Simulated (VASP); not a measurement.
# Ti (P6_3/mmc) in VASP: a series of runs

Runs on Ti. Level: LDA. Tasks: single point.

Everything below comes from runs of VASP 6.6.1. Logs are shortened: lines on timing, memory, paths and dates and some standing lists are left out, and cuts for length are marked.

## (1) The cell of the first run

Symmetry: P6_3/mmc, No. 194, hexagonal system. Conventional cell: a = 2.910 Å, b = 2.910 Å, c = 4.617 Å, α = 90.00°, β = 90.00°, γ = 120.00°. Within 3.8 Å of Ti (site symmetry -6m2) lie 12 Ti at 2.86 to 2.91 Å.

## (2) Single point, LDA (volume scaled by 0.96)

The input, INCAR:

```
PREC = Accurate ; ENCUT = 520
EDIFF = 1E-7 ; ISMEAR = -1
SIGMA = 0.05 ; LREAL = False
LASPH = True ; NELM = 100
ALGO = Normal ; ISIF = 2
LWAVE = False ; LCHARG = False
NBANDS = 19
```

The input, KPOINTS:

```
Automatic mesh
0
Gamma
  10 10 6
```

The input, POSCAR:

```
Ti
1.0
    2.9101302477      0.0000000000      0.0000000000
   -1.4550651239      2.5202467229      0.0000000000
    0.0000000000      0.0000000000      4.6167490031
Ti
2
Direct
    0.6666666667      0.3333333333      0.7500000000
    0.3333333333      0.6666666667      0.2500000000
```

Potentials or basis: VASP PAW LDA potentials, release 64 (Ti_sv).

The run is started by

```sh
$ cat potpaw_LDA.64/Ti_sv/POTCAR > POTCAR
$ mpirun -np 1 vasp_std > vasp.out
```

OUTCAR:

```text
PREC = Accurate
   ENCUT = 520
   EDIFF = 1E-7
   ISMEAR = -1
   LREAL = False
   LASPH = True
   NELM = 100
   ISIF = 2

 ion  position               nearest neighbor table
   1  0.667  0.333  0.750-   2 2.86   2 2.86   2 2.86   2 2.86   2 2.86   2 2.86
   2  0.333  0.667  0.250-   1 2.86   1 2.86   1 2.86   1 2.86   1 2.86   1 2.86

  LATTYP: Found a hexagonal cell.
 ALAT       =     2.9101302477
 C/A-ratio  =     1.5864406780

  Lattice vectors:

 A1 = (   2.9101302477,   0.0000000000,   0.0000000000)
 A2 = (  -1.4550651239,   2.5202467229,   0.0000000000)
 A3 = (   0.0000000000,   0.0000000000,   4.6167490031)

Analysis of symmetry for initial positions (statically):
=====================================================================
 Subroutine PRICEL returns:
 Original cell was already a primitive cell.

 Routine SETGRP: Setting up the symmetry group for a
 hexagonal supercell.

 Subroutine GETGRP returns: Found 24 space group operations
 (whereof 12 operations were pure point group operations)
 out of a pool of 24 trial point group operations.

The static configuration has the point symmetry D_3d.
 The point group associated with its full space group is D_6h.

Analysis of symmetry for dynamics (positions and initial velocities):
=====================================================================
 Subroutine PRICEL returns:
 Original cell was already a primitive cell.

 Routine SETGRP: Setting up the symmetry group for a
 hexagonal supercell.

 Subroutine GETGRP returns: Found 24 space group operations
 (whereof 12 operations were pure point group operations)
 out of a pool of 24 trial point group operations.

The dynamic configuration has the point symmetry D_3d.
 The point group associated with its full space group is D_6h.

 Subroutine INISYM returns: Found 24 space group operations
 (whereof 12 operations are pure point group operations),
 and found     1 'primitive' translations

----------------------------------------------------------------------------------------

                                     Primitive cell

  volume of cell :      33.8604

  direct lattice vectors                    reciprocal lattice vectors
     2.910130248  0.000000000  0.000000000     0.343627231  0.198393275  0.000000000
    -1.455065124  2.520246723  0.000000000     0.000000000  0.396786549  0.000000000
     0.000000000  0.000000000  4.616749003     0.000000000  0.000000000  0.216602635

  length of vectors
     2.910130248  2.910130248  4.616749003     0.396786549  0.396786549  0.216602635

  position of ions in fractional coordinates (direct lattice)
     0.666666667  0.333333333  0.750000000
     0.333333333  0.666666667  0.250000000

  ion indices of the primitive-cell ions
   primitive index   ion index
                 1           1
                 2           2

----------------------------------------------------------------------------------------

 KPOINTS: Automatic mesh

Automatic generation of k-mesh.
 Grid dimensions read from file:
 generate k-points for:   10   10    6

 Generating k-lattice:

  Cartesian coordinates                     Fractional coordinates (reciprocal lattice)
     0.034362723  0.019839327  0.000000000     0.100000000  0.000000000  0.000000000
     0.000000000  0.039678655  0.000000000     0.000000000  0.100000000  0.000000000
     0.000000000  0.000000000  0.036100439     0.000000000  0.000000000  0.166666667

  Length of vectors
     0.039678655  0.039678655  0.036100439

  Shift w.r.t. Gamma in fractional coordinates (k-lattice)
     0.000000000  0.000000000  0.000000000

 Subroutine IBZKPT returns following result:
 ===========================================

 Found     56 irreducible k-points:

 Following reciprocal coordinates:
            Coordinates               Weight
  0.000000  0.000000  0.000000      1.000000
  0.100000  0.000000  0.000000      6.000000
  0.200000  0.000000  0.000000      6.000000
  0.300000  0.000000  0.000000      6.000000
  0.400000  0.000000  0.000000      6.000000
  0.500000  0.000000  0.000000      3.000000
[... 16 lines left out ...]
  0.300000  0.100000  0.166667     24.000000
  0.400000  0.100000  0.166667     24.000000
 [... further k-points ...]
   k-points           NKPTS =     56   k-points in BZ     NKDIM =     56   number of bands    NBANDS=     19
   number of dos      NEDOS =    301   number of ions     NIONS =      2
   total plane-waves  NPLWV =  20736
   dimension x,y,z NGX =    24 NGY =   24 NGZ =   36
   dimension x,y,z NGXF=    48 NGYF=   48 NGZF=   72
   ions per type =               2
   NGX,Y,Z   is equivalent  to a cutoff of  13.71, 13.71, 12.96 a.u.
   NGXF,Y,Z  is equivalent  to a cutoff of  27.42, 27.42, 25.93 a.u.
 SYSTEM =  unknown system
   PREC   = accura    normal or accurate (medium, high low for compatibility)
   ISTART =      0    job   : 0-new  1-cont  2-samecut
   ICHARG =      2    charge: 1-file 2-atom 10-const
   ISPIN  =      1    spin polarized calculation?
   LNONCOLLINEAR =      F non collinear calculations
   LSORBIT =      F    spin-orbit coupling
   LASPH  =      T    aspherical Exc in radial PAW
   ENCUT  =  520.0 eV  38.22 Ry    6.18 a.u.   5.41  5.41  8.58*2*pi/ulx,y,z
   NELM   =    100;   NELMIN=  2; NELMDL= -5     # of ELM steps
   EDIFF  = 0.1E-06   stopping-criterion for ELM
   LREAL  =      F    real-space projection
   EDIFFG = 0.1E-05   stopping-criterion for IOM
   NSW    =      0    number of steps for IOM
   IBRION =     -1    ionic relax: 0-MD 1-quasi-New 2-CG
   NFREE  =      0    steps in history (QN), initial steepest desc. (CG)
   ISIF   =      2    stress and relaxation
   ISYM   =      2    0-nonsym 1-usesym 2-fastsym
   POTIM  = 0.5000    time-step for ionic-motion
   TEBEG  =    0.0;   TEEND  =   0.0 temperature during run
   PSTRESS=    0.0 pullay stress
   NELECT =      24.0000    total number of electrons
   NUPDOWN=      -1.0000    fix difference up-down
   EMIN   =  10.00;   EMAX   =-10.00  energy-range for DOS
   EFERMI =   0.00;   METHOD = LEGACY
   ISMEAR =    -1;   SIGMA  =   0.05  broadening in eV -4-tet -1-fermi 0-gaus
   EFERMI_NEDOS =   21; number of points for ismear=-14 and -15
   IALGO  =     38    algorithm
   IMIX   =      4    mixing-type and parameters
     AMIX     =   0.40;   BMIX     =  1.00
     AMIX_MAG =   1.60;   BMIX_MAG =  1.00
  volume/ion in A,a.u.               =      16.93       114.25
  Fermi-wavevector in a.u.,A,eV,Ry     =   1.459648  2.758334 28.988177  2.130571
  Thomas-Fermi vector in A             =   2.576190
   LORBIT       =      0    0 simple, 1 ext, 2 COOP (PROOUT), +10 PAW based schemes
   GGA     = CA    functional components
   LHFCALC =     F    Hartree Fock is set to
   AEXX    =    0.0000 exact exchange contribution
   IVDW    =     0    specifies the selected vdW correction
   LEPSILON=     F    determine dielectric tensor
   LRPA    =     F    only Hartree local field effects (RPA)
 non-spin polarized calculation
  energy-cutoff  :      520.00
  volume of cell :       33.86
 maximum number of plane-waves:       935
 NGX is ok and might be reduce to    24
   NGX = 11   NGY = 11   NGZ = 17

 number of electron      23.9999999 magnetization

 Free energy of the ion-electron system (eV)
  ---------------------------------------------------
  ext. energy  EPLUGINS =         0.00000000
  ---------------------------------------------------
  free energy    TOTEN  =       -17.07449929 eV

  energy without entropy =      -17.05435966  energy(sigma->0) =      -17.06442947

 E-fermi :   8.3554     XC(G=0): -11.9069

 val. band max:        8.3524635042   @ k =   0.3000   0.2000   0.5000
 cond. band min:       8.3774329744   @ k =   0.3000   0.2000   0.3333
 fundamental gap:      0.0249694701
 Fermi energy:         8.3554294194

 k-point     1 :       0.0000    0.0000    0.0000
  band No.  band energies     occupation
      1     -47.7558      2.00000
      2     -47.5963      2.00000
      3     -24.7687      2.00000
      4     -24.0485      2.00000
      5     -24.0485      2.00000
      6     -23.9763      2.00000
[... 11 lines left out ...]
     18       9.9959      0.00000
     19      11.5866      0.00000

 k-point     2 :       0.1000    0.0000    0.0000
  band No.  band energies     occupation
      1     -47.7444      2.00000
      2     -47.5917      2.00000
      3     -24.7443      2.00000
      4     -24.0988      2.00000
      5     -24.0652      2.00000
      6     -23.9892      2.00000
[... 11 lines left out ...]
     18       9.8425      0.00000
     19      11.6685      0.00000

 k-point     3 :       0.2000    0.0000    0.0000
  band No.  band energies     occupation
      1     -47.7135      2.00000
      2     -47.5806      2.00000
      3     -24.6759      2.00000
      4     -24.2316      2.00000
      5     -24.1216      2.00000
      6     -24.1069      2.00000
[... 11 lines left out ...]
     18      10.3291      0.00000
     19      11.8201      0.00000

 k-point     4 :       0.3000    0.0000    0.0000
  band No.  band energies     occupation
      1     -47.6725      2.00000
      2     -47.5695      2.00000
      3     -24.5783      2.00000
      4     -24.3975      2.00000
      5     -24.2780      2.00000
      6     -24.1560      2.00000
[... 11 lines left out ...]
     18      11.0293      0.00000
     19      11.9388      0.00000

 k-point     5 :       0.4000    0.0000    0.0000
  band No.  band energies     occupation
      1     -47.6347      2.00000
      2     -47.5648      2.00000
      3     -24.5322      2.00000
      4     -24.4771      2.00000
      5     -24.3997      2.00000
      6     -24.1944      2.00000
[... 11 lines left out ...]
     18      11.8214      0.00000
     19      12.0028      0.00000

 k-point     6 :       0.5000    0.0000    0.0000
  band No.  band energies     occupation
      1     -47.6176      2.00000
      2     -47.5657      2.00000
      3     -24.5836      2.00000
      4     -24.4453      2.00000
      5     -24.4250      2.00000
      6     -24.2088      2.00000
[... 11 lines left out ...]
     18      12.0469      0.00000
     19      12.8932      0.00000

 k-point     7 :       0.1000    0.1000    0.0000
  band No.  band energies     occupation
      1     -47.7232      2.00000
      2     -47.5839      2.00000
      3     -24.6978      2.00000
      4     -24.1773      2.00000
      5     -24.1300      2.00000
      6     -24.0501      2.00000
[... 11 lines left out ...]
     18      10.2322      0.00000
     19      11.7545      0.00000

 k-point     8 :       0.2000    0.1000    0.0000
  band No.  band energies     occupation
      1     -47.6871      2.00000
      2     -47.5729      2.00000
      3     -24.6144      2.00000
      4     -24.3142      2.00000
      5     -24.2491      2.00000
      6     -24.1216      2.00000
[... 256 lines left out ...]
 k-point    20 :       0.5000    0.0000    0.1667
  band No.  band energies     occupation
      1     -47.6141      2.00000
      2     -47.5692      2.00000
      3     -24.6298      2.00000
      4     -24.4960      2.00000
      5     -24.3516      2.00000
      6     -24.1962      2.00000
[... 11 lines left out ...]
     18      12.0340      0.00000
     19      12.5873      0.00000

 k-point    21 :       0.1000    0.1000    0.1667
  band No.  band energies     occupation
      1     -47.7140      2.00000
      2     -47.5933      2.00000
      3     -24.6603      2.00000
      4     -24.1633      2.00000
      5     -24.1500      2.00000
      6     -24.0814      2.00000
[... 11 lines left out ...]
     18      10.3386      0.00000
     19      11.7198      0.00000

 k-point    22 :       0.2000    0.1000    0.1667
  band No.  band energies     occupation
      1     -47.6796      2.00000
      2     -47.5806      2.00000
      3     -24.6008      2.00000
      4     -24.3021      2.00000
      5     -24.2613      2.00000
      6     -24.1358      2.00000
[... 11 lines left out ...]
     18      10.8897      0.00000
     19      11.8001      0.00000

 k-point    23 :       0.3000    0.1000    0.1667
  band No.  band energies     occupation
      1     -47.6418      2.00000
      2     -47.5710      2.00000
      3     -24.5672      2.00000
      4     -24.4251      2.00000
      5     -24.3467      2.00000
      6     -24.1905      2.00000
[... 11 lines left out ...]
     18      11.4758      0.00000
     19      12.0308      0.00000

 k-point    24 :       0.4000    0.1000    0.1667
  band No.  band energies     occupation
      1     -47.6143      2.00000
      2     -47.5690      2.00000
      3     -24.6033      2.00000
      4     -24.4766      2.00000
      5     -24.3543      2.00000
      6     -24.2153      2.00000
[... 11 lines left out ...]
     18      11.8879      0.00000
     19      12.6587      0.00000

 [... further k-points ...]
[... 5 lines left out ...]
  --------------------------------------------------------------------------------------
  -------------------------------------------------------------------------------------
  Total       -1.2046050     -1.2046050     -1.3601110      0.0000000     -0.0000000      0.0000000
  in kB      -56.9985080    -56.9985080    -64.3566120      0.0000000     -0.0000000      0.0000000
  external PRESSURE =     -59.4512093 kB  Pullay stress =       0.0000000 kB

 VOLUME and BASIS-vectors are now :
 -----------------------------------------------------------------------------
  energy-cutoff  :      520.00
  volume of cell :       33.86
      direct lattice vectors                 reciprocal lattice vectors
     2.910130248  0.000000000  0.000000000     0.343627231  0.198393275  0.000000000
    -1.455065124  2.520246723  0.000000000     0.000000000  0.396786549  0.000000000
     0.000000000  0.000000000  4.616749003     0.000000000  0.000000000  0.216602635

 POSITION                                       TOTAL-FORCE (eV/Angst)
 -----------------------------------------------------------------------------------
      1.45507      0.84008      3.46256         0.000000      0.000000      0.000000
     -0.00000      1.68016      1.15419         0.000000     -0.000000      0.000000
 -----------------------------------------------------------------------------------
    total drift:                               -0.000000      0.000000     -0.000000

  FREE ENERGIE OF THE ION-ELECTRON SYSTEM (eV)
  ---------------------------------------------------
  free  energy   TOTEN  =       -17.0744992926 eV

  energy  without entropy=      -17.0543596556  energy(sigma->0) =      -17.06442947
```

Wall time 17 s (1 thread of Intel Xeon Platinum 8488C (Sapphire Rapids), shared host); peak memory 0.15 GiB.

Results:

```yaml
Free_energy: -17.0745 eV
Pressure: -5.9 GPa
Band_gap_on_the_k_mesh: zero (band 12 reaches 9.13 eV, above the bottom of band 13 at 8.18 eV)
```

Stress tensor (GPa, compression positive):
```
-5.70  0.00  0.00
 0.00 -5.70  0.00
 0.00  0.00 -6.44
```

[end of part 1 of 2]
